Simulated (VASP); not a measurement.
# BC5 (F-43m) in VASP: a series of runs, part 2 of 2

VASP 6.6.1.

## 3. Relaxation of cell and atoms, PBE

INCAR

```
PREC = Accurate
ENCUT = 600
EDIFF = 1E-6
ISMEAR = 0
SIGMA = 0.1
LREAL = F
LASPH = T
NELM = 100
ALGO = Normal
ISIF = 3
LWAVE = F
LCHARG = F
GGA = PE
IBRION = 2
NSW = 100
EDIFFG = -0.01
```

KPOINTS

```
regular mesh
0
Gamma
  12 12 12
```

POSCAR

```
BC5
1.0
    0.0000000000      2.9343934917      2.9343934917
    2.9343934917      0.0000000000      2.9343934917
    2.9343934917      2.9343934917      0.0000000000
B C
1 5
Direct
    0.7500000000      0.7500000000      0.7500000000
    0.5000000000      0.5000000000      0.5000000000
    0.1555386778      0.5333839665      0.1555386778
    0.1555386778      0.1555386778      0.1555386778
    0.5333839665      0.1555386778      0.1555386778
    0.1555386778      0.1555386778      0.5333839665
```

Potentials or basis: VASP PAW PBE potentials, release 64 (B, C).

The run is started by

```
> cat potpaw_PBE.64/B/POTCAR potpaw_PBE.64/C/POTCAR > POTCAR
> mpirun -np 1 vasp_std > vasp.out
```

Run time: 2.1 min. Hardware: 1 thread of Intel Xeon 6975P-C (Granite Rapids), shared host; peak memory 0.22 GiB.

Results (log left out):

```yaml
Free_energy: -29.4793 eV
Relaxed_volume: 8.42 Å³/atom
Relaxed_cell: a = 4.149 Å, b = 4.149 Å, c = 4.149 Å, α = 60.00°, β = 60.00°, γ = 60.00°
Space_group_after_relaxing_to_0.05_Å: F-43m (No. 216)
Energy_gained_by_relaxing: 0.4 meV/atom
Ionic_steps: 4
Pressure_after_relaxing: -0.2 GPa
Largest_force_after_relaxing: 0.006 eV/Å
```

Forces on the atoms (eV/Å):
```
B    0.000  0.000  0.000
C    0.000  0.000  0.000
C    0.003 -0.003  0.003
C   -0.003 -0.003 -0.003
C   -0.003  0.003  0.003
C    0.003  0.003 -0.003
```

Step by step:
```
step  energy change (eV)  largest force (eV/Å)  pressure (GPa)  volume (Å³)
   1              0.0000                0.2158            0.58        50.53
   2              0.0023                0.2790           -1.67        50.76
   3             -0.0019                0.0108           -0.35        50.62
   4             -0.0021                0.0057           -0.19        50.51
```

Final structure:
```yaml
crystal:
  lattice:
    - [0.00000, 2.93396, 2.93396]
    - [2.93396, 0.00000, 2.93396]
    - [2.93396, 2.93396, 0.00000]
  atoms:
    - { symbol: B, position: [0.75000, 0.75000, 0.75000] }
    - { symbol: C, position: [0.50000, 0.50000, 0.50000] }
    - { symbol: C, position: [0.15505, 0.53484, 0.15505] }
    - { symbol: C, position: [0.15505, 0.15505, 0.15505] }
    - { symbol: C, position: [0.53484, 0.15505, 0.15505] }
    - { symbol: C, position: [0.15505, 0.15505, 0.53484] }
```

Levels at points of the mesh, in eV from the Fermi level:
```csv
k point,band 10,band 11,band 12,band 13,band 14,band 15
"(0.00, 0.00, 0.00)",-2.21,-2.21,-0.61,-0.16,-0.16,-0.16
"(0.50, 0.00, 0.00)",-1.40,-0.45,-0.45,0.63,0.63,1.80
"(0.50, 0.50, 0.00)",-0.32,-0.32,0.09,0.09,1.52,2.04
```

Caveat: the bands computed are all filled at some k points, so no gap is given.

## 4. Single point, PBE

INCAR

```
SYSTEM = BC5
PREC = Accurate
ENCUT = 520
EDIFF = 1E-6
ISMEAR = 0
SIGMA = 0.1
LREAL = .False.
LASPH = .True.
NELM = 100
ALGO = Normal
ISIF = 2
LWAVE = .False.
LCHARG = .False.
GGA = PE
NBANDS = 20
```

KPOINTS

```
Automatic mesh
0
Gamma
  12 12 12
  0 0 0
```

POSCAR

```
BC5
1.0
    0.0000000000      2.9333780489      2.9333780489
    2.9333780489      0.0000000000      2.9333780489
    2.9333780489      2.9333780489      0.0000000000
B C
1 5
Direct
    0.7500000000      0.7500000000      0.7500000000
    0.5000000000      0.5000000000      0.5000000000
    0.1552570947      0.5342287159      0.1552570947
    0.1552570947      0.1552570947      0.1552570947
    0.5342287159      0.1552570947      0.1552570947
    0.1552570947      0.1552570947      0.5342287159
```

Potentials or basis: VASP PAW PBE potentials, release 64 (B, C).

The run is started by

```
> cat potpaw_PBE.64/B/POTCAR potpaw_PBE.64/C/POTCAR > POTCAR
> mpirun -np 1 vasp_std > vasp.out
```

OUTCAR:

```text
SYSTEM = BC5
   PREC = Accurate
   ENCUT = 520
   EDIFF = 1E-6
   ISMEAR = 0
   LREAL = .False.
   LASPH = .True.
   NELM = 100
   ISIF = 2
   GGA = PE

 ion  position               nearest neighbor table
   1  0.750  0.750  0.750-
   2  0.500  0.500  0.500-
   3  0.155  0.534  0.155-   4 1.57   5 1.57   6 1.57
   4  0.155  0.155  0.155-   3 1.57   5 1.57   6 1.57
   5  0.534  0.155  0.155-   3 1.57   4 1.57   6 1.57
   6  0.155  0.155  0.534-   3 1.57   4 1.57   5 1.57

  LATTYP: Found a face centered cubic cell.
 ALAT       =     5.8667560978

  Lattice vectors:

 A1 = (   0.0000000000,   2.9333780489,   2.9333780489)
 A2 = (   2.9333780489,   0.0000000000,   2.9333780489)
 A3 = (   2.9333780489,   2.9333780489,   0.0000000000)

Analysis of symmetry for initial positions (statically):
=====================================================================
 Subroutine PRICEL returns:
 Original cell was already a primitive cell.

 Routine SETGRP: Setting up the symmetry group for a
 face centered cubic supercell.

[... 177 lines left out ...]
 cond. band min:       5.2382259311   @ k =  -0.2500   0.2500   0.0833
 fundamental gap:      0.0081366036
 Fermi energy:         5.2365293922

 k-point     1 :       0.0000    0.0000    0.0000
  band No.  band energies     occupation
      1     -15.3863      2.00000
      2      -5.9250      2.00000
      3      -3.4663      2.00000
      4      -3.4663      2.00000
      5      -3.4663      2.00000
      6      -0.3587      2.00000
[... 541 lines left out ...]
     19      11.9374      0.00000
     20      12.1194      0.00000

 [... further k-points ...]

------------------------ aborting loop because EDIFF is reached ----------------------------------------

  FORCE on cell =-STRESS in cart. coord.  units (eV):
  Direction    XX          YY          ZZ          XY          YZ          ZX
  --------------------------------------------------------------------------------------
  -------------------------------------------------------------------------------------
  Total        0.1331870      0.1331870      0.1331870      0.0000000      0.0000000      0.0000000
  in kB        4.2270602      4.2270602      4.2270602      0.0000000      0.0000000      0.0000000
  external PRESSURE =       4.2270602 kB  Pullay stress =       0.0000000 kB

 VOLUME and BASIS-vectors are now :
 -----------------------------------------------------------------------------
  energy-cutoff  :      520.00
  volume of cell :       50.48
      direct lattice vectors                 reciprocal lattice vectors
     0.000000000  2.933378049  2.933378049    -0.170451947  0.170451947  0.170451947
     2.933378049  0.000000000  2.933378049     0.170451947 -0.170451947  0.170451947
     2.933378049  2.933378049  0.000000000     0.170451947  0.170451947 -0.170451947

 POSITION                                       TOTAL-FORCE (eV/Angst)
 -----------------------------------------------------------------------------------
      4.40007      4.40007      4.40007        -0.000000     -0.000000     -0.000000
      2.93338      2.93338      2.93338        -0.000000     -0.000000     -0.000000
      2.02252      0.91086      2.02252         0.066688     -0.066688      0.066688
      0.91086      0.91086      0.91086        -0.066688     -0.066688     -0.066688
      0.91086      2.02252      2.02252        -0.066688      0.066688      0.066688
      2.02252      2.02252      0.91086         0.066688      0.066688     -0.066688
 -----------------------------------------------------------------------------------
    total drift:                               -0.000000     -0.000000     -0.000000

  FREE ENERGIE OF THE ION-ELECTRON SYSTEM (eV)
  ---------------------------------------------------
  free  energy   TOTEN  =       -29.4736266774 eV

  energy  without entropy=      -29.4603173202  energy(sigma->0) =      -29.46697200
```

It took 32 s on 1 thread of Intel Xeon 6975P-C (Granite Rapids), shared host; peak memory 0.19 GiB.

What came out:

```
Free energy   : -29.4736 eV
Pressure      : 0.4 GPa
Largest force : 0.116 eV/Å
```

Forces on the atoms (eV/Å):
```
B    0.000  0.000  0.000
C    0.000  0.000  0.000
C    0.067 -0.067  0.067
C   -0.067 -0.067 -0.067
C   -0.067  0.067  0.067
C    0.067  0.067 -0.067
```
